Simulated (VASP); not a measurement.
Set up this calculation in VASP 6.6.1, as the native input.

```
Task                   : relaxation of cell and atoms
Functional             : LDA
Potentials or basis    : VASP PAW LDA potentials, release 64 (Ba_sv, S)
Cutoff                 : 600 eV
k mesh                 : 11 × 11 × 11
Occupations            : fermi-dirac, width 0.1 eV
Spin                   : no spin polarisation
Dipole correction      : no
Further INCAR settings : ALGO = Normal; EDIFF = 1e-06; IBRION = 2; EDIFFG = -0.005; NSW = 60; ISIF = 3
```

The structure of BaS (rocksalt type) lies in POSCAR:

```
BaS
1.0
    0.0000000000      2.9384922382      2.9384922382
    2.9384922382      0.0000000000      2.9384922382
    2.9384922382      2.9384922382      0.0000000000
Ba S
1 1
Direct
    0.0000000000      0.0000000000      0.0000000000
    0.5000000000      0.5000000000      0.5000000000
```

These files were run (other wordings do the same):

INCAR

```
PREC = Accurate
ENCUT = 600
EDIFF = 1E-6
ISMEAR = -1
SIGMA = 0.1
LREAL = F
LASPH = T
NELM = 60
ALGO = Normal
ISIF = 3
LWAVE = F
LCHARG = F
GGA = CA
IBRION = 2
NSW = 60
EDIFFG = -0.005
```

KPOINTS

```
Automatic mesh
0
Gamma
  11 11 11
```

Potentials or basis: VASP PAW LDA potentials, release 64 (Ba_sv, S).

Launch:

```sh
$ cat potpaw_LDA.64/Ba_sv/POTCAR potpaw_LDA.64/S/POTCAR > POTCAR
$ mpirun -np 1 vasp_std > vasp.out
```

Results of the run:

```json
{
 "Relaxed volume": "31.29 Å³/atom",
 "Relaxed cell": "a = 4.457 Å, b = 4.457 Å, c = 4.457 Å, α = 60.00°, β = 60.00°, γ = 60.00°",
 "Space group after relaxing (to 0.1 Å)": "Fm-3m (No. 225)",
 "Energy gained by relaxing": "258.4 meV/atom",
 "Ionic steps": "20",
 "Pressure after relaxing": "0.0 GPa",
 "Band gap on the k mesh": "1.85 eV (least direct gap 1.97 eV)"
}
```

Caveat: the volume moved by over 15 % at a fixed basis, so the end points are rough; spin-orbit coupling is left out, which moves the levels of the heavy elements; an odd mesh through Γ misses points on the zone boundary, where band edges can lie.

It took 3.4 min on 1 thread of Intel(R) Xeon(R) Platinum 8259CL CPU @ 2.50GHz (Skylake/Cascade Lake), with other jobs on the host, peak memory 0.21 GiB.
